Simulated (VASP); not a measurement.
# Au (Fm-3m) in VASP: a series of runs

Runs on Au. Level: PBEsol. Tasks: single point.

Program: VASP 6.6.1. These are calculated values, not measurements. Logs are shortened: lines on timing, memory, paths and dates and some standing lists are left out, and cuts for length are marked.

## 1. The cell of the first run

The structure is cubic, space group Fm-3m (No. 225). Conventional cell: a = 4.091 Å, b = 4.091 Å, c = 4.091 Å, α = 90.00°, β = 90.00°, γ = 90.00°. Au (site symmetry m-3m) has 12 Au at 2.89 Å within 3.8 Å.

## 2. Single point, PBEsol

File INCAR:

```
SYSTEM = Au
ALGO = Fast ; EDIFF = 1E-7
ENCUT = 520 ; GGA = PS
ISIF = 2 ; ISMEAR = 0
LASPH = .TRUE. ; LCHARG = .FALSE.
LREAL = .FALSE. ; LWAVE = .FALSE.
NBANDS = 12 ; NELM = 60
PREC = Accurate ; SIGMA = 0.15
```

File KPOINTS:

```
k-points
0
G
  20 20 20
  0 0 0
```

File POSCAR:

```
Au
1.0
    0.0000000000      2.0455000000      2.0455000000
    2.0455000000      0.0000000000      2.0455000000
    2.0455000000      2.0455000000      0.0000000000
Au
1
Direct
    0.0000000000      0.0000000000      0.0000000000
```

Potentials or basis: VASP PAW PBE potentials, release 64 (Au).

Started as:

```sh
cat potpaw_PBE.64/Au/POTCAR > POTCAR
mpirun -np 1 vasp_std > vasp.out
```

OUTCAR:

```text
SYSTEM = Au
   EDIFF = 1E-7
   ENCUT = 520
   GGA = PS
   ISIF = 2
   ISMEAR = 0
   LASPH = .TRUE.
   LREAL = .FALSE.
   NELM = 60
   PREC = Accurate

 ion  position               nearest neighbor table
   1  0.000  0.000  0.000-

  LATTYP: Found a face centered cubic cell.
 ALAT       =     4.0910000000

  Lattice vectors:

 A1 = (   0.0000000000,   2.0455000000,   2.0455000000)
 A2 = (   2.0455000000,   0.0000000000,   2.0455000000)
 A3 = (   2.0455000000,   2.0455000000,   0.0000000000)

Analysis of symmetry for initial positions (statically):
=====================================================================
 Subroutine PRICEL returns:
 Original cell was already a primitive cell.

 Routine SETGRP: Setting up the symmetry group for a
 face centered cubic supercell.

 Subroutine GETGRP returns: Found 48 space group operations
 (whereof 48 operations were pure point group operations)
 out of a pool of 48 trial point group operations.

The static configuration has the point symmetry O_h .

Analysis of symmetry for dynamics (positions and initial velocities):
=====================================================================
 Subroutine PRICEL returns:
 Original cell was already a primitive cell.

 Routine SETGRP: Setting up the symmetry group for a
 face centered cubic supercell.

 Subroutine GETGRP returns: Found 48 space group operations
 (whereof 48 operations were pure point group operations)
 out of a pool of 48 trial point group operations.

The dynamic configuration has the point symmetry O_h .

 Subroutine INISYM returns: Found 48 space group operations
 (whereof 48 operations are pure point group operations),
 and found     1 'primitive' translations

----------------------------------------------------------------------------------------

                                     Primitive cell

  volume of cell :      17.1170

  direct lattice vectors                    reciprocal lattice vectors
     0.000000000  2.045500000  2.045500000    -0.244439012  0.244439012  0.244439012
     2.045500000  0.000000000  2.045500000     0.244439012 -0.244439012  0.244439012
     2.045500000  2.045500000  0.000000000     0.244439012  0.244439012 -0.244439012

  length of vectors
     2.892773842  2.892773842  2.892773842     0.423380789  0.423380789  0.423380789

  position of ions in fractional coordinates (direct lattice)
     0.000000000  0.000000000  0.000000000

  ion indices of the primitive-cell ions
   primitive index   ion index
                 1           1

----------------------------------------------------------------------------------------

 KPOINTS: k-points

Automatic generation of k-mesh.
 Grid dimensions read from file:
 generate k-points for:   20   20   20

 Generating k-lattice:

  Cartesian coordinates                     Fractional coordinates (reciprocal lattice)
    -0.012221951  0.012221951  0.012221951     0.050000000  0.000000000  0.000000000
     0.012221951 -0.012221951  0.012221951     0.000000000  0.050000000  0.000000000
     0.012221951  0.012221951 -0.012221951     0.000000000  0.000000000  0.050000000

  Length of vectors
     0.021169039  0.021169039  0.021169039

  Shift w.r.t. Gamma in fractional coordinates (k-lattice)
     0.000000000  0.000000000  0.000000000

 Subroutine IBZKPT returns following result:
 ===========================================

 Found    256 irreducible k-points:

 Following reciprocal coordinates:
            Coordinates               Weight
  0.000000  0.000000  0.000000      1.000000
  0.050000  0.000000  0.000000      8.000000
  0.100000  0.000000  0.000000      8.000000
  0.150000  0.000000  0.000000      8.000000
  0.200000  0.000000  0.000000      8.000000
  0.250000  0.000000  0.000000      8.000000
[... 16 lines left out ...]
 -0.400000  0.050000  0.000000     24.000000
 -0.350000  0.050000  0.000000     24.000000
 [... further k-points ...]
   k-points           NKPTS =    256   k-points in BZ     NKDIM =    256   number of bands    NBANDS=     12
   number of dos      NEDOS =    301   number of ions     NIONS =      1
   total plane-waves  NPLWV =  13824
   dimension x,y,z NGX =    24 NGY =   24 NGZ =   24
   dimension x,y,z NGXF=    48 NGYF=   48 NGZF=   48
   ions per type =               1
   NGX,Y,Z   is equivalent  to a cutoff of  13.79, 13.79, 13.79 a.u.
   NGXF,Y,Z  is equivalent  to a cutoff of  27.59, 27.59, 27.59 a.u.
 SYSTEM =  Au
   PREC   = accura    normal or accurate (medium, high low for compatibility)
   ISTART =      0    job   : 0-new  1-cont  2-samecut
   ICHARG =      2    charge: 1-file 2-atom 10-const
   ISPIN  =      1    spin polarized calculation?
   LNONCOLLINEAR =      F non collinear calculations
   LSORBIT =      F    spin-orbit coupling
   LASPH  =      T    aspherical Exc in radial PAW
   ENCUT  =  520.0 eV  38.22 Ry    6.18 a.u.   5.38  5.38  5.38*2*pi/ulx,y,z
   NELM   =     60;   NELMIN=  2; NELMDL= -5     # of ELM steps
   EDIFF  = 0.1E-06   stopping-criterion for ELM
   LREAL  =      F    real-space projection
   EDIFFG = 0.1E-05   stopping-criterion for IOM
   NSW    =      0    number of steps for IOM
   IBRION =     -1    ionic relax: 0-MD 1-quasi-New 2-CG
   NFREE  =      0    steps in history (QN), initial steepest desc. (CG)
   ISIF   =      2    stress and relaxation
   ISYM   =      2    0-nonsym 1-usesym 2-fastsym
   POTIM  = 0.5000    time-step for ionic-motion
   TEBEG  =    0.0;   TEEND  =   0.0 temperature during run
   PSTRESS=    0.0 pullay stress
   NELECT =      11.0000    total number of electrons
   NUPDOWN=      -1.0000    fix difference up-down
   EMIN   =  10.00;   EMAX   =-10.00  energy-range for DOS
   EFERMI =   0.00;   METHOD = LEGACY
   ISMEAR =     0;   SIGMA  =   0.15  broadening in eV -4-tet -1-fermi 0-gaus
   EFERMI_NEDOS =   21; number of points for ismear=-14 and -15
   IALGO  =     68    algorithm
   IMIX   =      4    mixing-type and parameters
     AMIX     =   0.40;   BMIX     =  1.00
     AMIX_MAG =   1.60;   BMIX_MAG =  1.00
  volume/ion in A,a.u.               =      17.12       115.51
  Fermi-wavevector in a.u.,A,eV,Ry     =   1.412742  2.669696 27.155058  1.995840
  Thomas-Fermi vector in A             =   2.534459
   LORBIT       =      0    0 simple, 1 ext, 2 COOP (PROOUT), +10 PAW based schemes
   GGA     = PS    functional components
   LHFCALC =     F    Hartree Fock is set to
   AEXX    =    0.0000 exact exchange contribution
   IVDW    =     0    specifies the selected vdW correction
   LEPSILON=     F    determine dielectric tensor
   LRPA    =     F    only Hartree local field effects (RPA)
 non-spin polarized calculation
 RMM-DIIS sequential band-by-band and
 Gauss-broadening in eV      SIGMA  =   0.15
  energy-cutoff  :      520.00
  volume of cell :       17.12
 maximum number of plane-waves:       479
 NGX is ok and might be reduce to    24
   NGX = 11   NGY = 11   NGZ = 11

 number of electron      11.0000000 magnetization

 Free energy of the ion-electron system (eV)
  ---------------------------------------------------
  ext. energy  EPLUGINS =         0.00000000
  ---------------------------------------------------
  free energy    TOTEN  =        -3.92552161 eV

  energy without entropy =       -3.92253327  energy(sigma->0) =       -3.92402744

 E-fermi :   9.1753     XC(G=0): -12.8586

 val. band max:        9.1710013413   @ k =   0.5000   0.2500   0.1000
 cond. band min:       9.1791807948   @ k =   0.5000   0.3500   0.1500
 fundamental gap:      0.0081794534
 Fermi energy:         9.1752800547

 k-point     1 :       0.0000    0.0000    0.0000
  band No.  band energies     occupation
      1      -0.6693      2.00000
      2       4.5499      2.00000
      3       4.5499      2.00000
      4       4.5499      2.00000
      5       6.0680      2.00000
      6       6.0680      2.00000
      7      23.7105      0.00000
      8      27.6793      0.00000
      9      27.6793      0.00000
     10      27.6793      0.00000
     11      32.5317      0.00000
     12      37.1463      0.00000

 k-point     2 :       0.0500    0.0000    0.0000
  band No.  band energies     occupation
      1      -0.5821      2.00000
      2       4.5207      2.00000
      3       4.5803      2.00000
      4       4.5803      2.00000
      5       6.0538      2.00000
      6       6.0538      2.00000
      7      23.8149      0.00000
      8      27.0837      0.00000
      9      27.7829      0.00000
     10      27.7829      0.00000
     11      33.0547      0.00000
     12      35.9691      0.00000

 k-point     3 :       0.1000    0.0000    0.0000
  band No.  band energies     occupation
      1      -0.3259      2.00000
      2       4.4439      2.00000
      3       4.6622      2.00000
      4       4.6622      2.00000
      5       6.0221      2.00000
      6       6.0221      2.00000
      7      24.0720      0.00000
      8      25.7941      0.00000
      9      28.0790      0.00000
     10      28.0790      0.00000
     11      33.1537      0.00000
     12      35.5024      0.00000
[... 286 lines left out ...]
 k-point    23 :      -0.4000    0.0500    0.0000
  band No.  band energies     occupation
      1       1.9697      2.00000
      2       4.5383      2.00000
      3       4.6072      2.00000
      4       6.3937      2.00000
      5       6.9863      2.00000
      6       7.7503      2.00000
      7      13.9784      0.00000
      8      23.4445      0.00000
      9      25.9497      0.00000
     10      26.9961      0.00000
     11      33.3121      0.00000
     12      33.8012      0.00000

 k-point    24 :      -0.3500    0.0500    0.0000
  band No.  band energies     occupation
      1       1.9160      2.00000
      2       4.6185      2.00000
      3       4.6796      2.00000
      4       5.6243      2.00000
      5       6.7088      2.00000
      6       7.2427      2.00000
      7      15.7712      0.00000
      8      23.7788      0.00000
      9      26.3659      0.00000
     10      27.9248      0.00000
     11      32.3649      0.00000
     12      33.2522      0.00000

 [... further k-points ...]
[... 5 lines left out ...]
  --------------------------------------------------------------------------------------
  -------------------------------------------------------------------------------------
  Total       -0.1300058     -0.1300058     -0.1300058     -0.0000000     -0.0000000     -0.0000000
  in kB      -12.1687212    -12.1687212    -12.1687212     -0.0000000     -0.0000000     -0.0000000
  external PRESSURE =     -12.1687212 kB  Pullay stress =       0.0000000 kB

 VOLUME and BASIS-vectors are now :
 -----------------------------------------------------------------------------
  energy-cutoff  :      520.00
  volume of cell :       17.12
      direct lattice vectors                 reciprocal lattice vectors
     0.000000000  2.045500000  2.045500000    -0.244439012  0.244439012  0.244439012
     2.045500000  0.000000000  2.045500000     0.244439012 -0.244439012  0.244439012
     2.045500000  2.045500000  0.000000000     0.244439012  0.244439012 -0.244439012

 POSITION                                       TOTAL-FORCE (eV/Angst)
 -----------------------------------------------------------------------------------
      0.00000      0.00000      0.00000         0.000000      0.000000      0.000000
 -----------------------------------------------------------------------------------
    total drift:                               -0.000000     -0.000000     -0.000000

  FREE ENERGIE OF THE ION-ELECTRON SYSTEM (eV)
  ---------------------------------------------------
  free  energy   TOTEN  =        -3.9255216077 eV

  energy  without entropy=       -3.9225332727  energy(sigma->0) =       -3.92402744
```

Run time: 53 s. Hardware: 1 thread of AMD EPYC 9R45 (Zen 5), shared host; peak memory 0.14 GiB.

Results:

- Free energy: -3.9255 eV
- Pressure: -1.2 GPa

Caveat: the PAW data sets were made with another functional, which shifts forces and pressure a little; spin-orbit coupling is left out, which moves the levels of the heavy elements.

(Continued in part 2 of 2.)
